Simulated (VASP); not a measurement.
Set up this calculation in VASP 6.6.1, as the native input.

| Item | Value |
| --- | --- |
| Task | single point |
| Functional | PBEsol |
| Potentials or basis | VASP PAW PBE potentials, release 64 (Ge_d) |
| Cutoff | 520 eV |
| k mesh | 9 × 9 × 6 |
| Occupations | gaussian, width 0.1 eV |
| Spin | no spin polarisation |
| Dipole correction | no |
| Further INCAR settings | ALGO = Normal; EDIFF = 1e-07; NBANDS = 13 |

The structure of Ge lies in POSCAR:

```
Ge
1.0
    2.8244046401      0.0000000000      0.0000000000
   -1.4122023200      2.4460061689      0.0000000000
    0.0000000000      0.0000000000      2.6168623557
Ge
1
Direct
    0.0000000000      0.0000000000      0.0000000000
```

The input as run:

INCAR

```
PREC = Accurate ; ENCUT = 520
EDIFF = 1E-7 ; ISMEAR = 0
SIGMA = 0.1 ; LREAL = False
LASPH = True ; NELM = 60
ALGO = Normal ; ISIF = 2
LWAVE = False ; LCHARG = False
GGA = PS ; NBANDS = 13
```

KPOINTS

```
regular mesh
0
Gamma
  9 9 6
```

Potentials or basis: VASP PAW PBE potentials, release 64 (Ge_d).

The run is started by

```bash
$ cat potpaw_PBE.64/Ge_d/POTCAR > POTCAR
$ mpirun -np 1 vasp_std > vasp.out
```

Results of the run:

- Pressure: -0.1 GPa
- Band gap on the k mesh: zero (band 7 reaches 14.21 eV, above the bottom of band 8 at 3.28 eV)

Caveat: the k points lie up to 0.40 Å⁻¹ apart; the PAW data sets were made with another functional, which shifts forces and pressure a little.

Run time: 7.6 s on 1 thread of Intel Xeon 8259CL, on a shared host, peak memory 0.13 GiB.
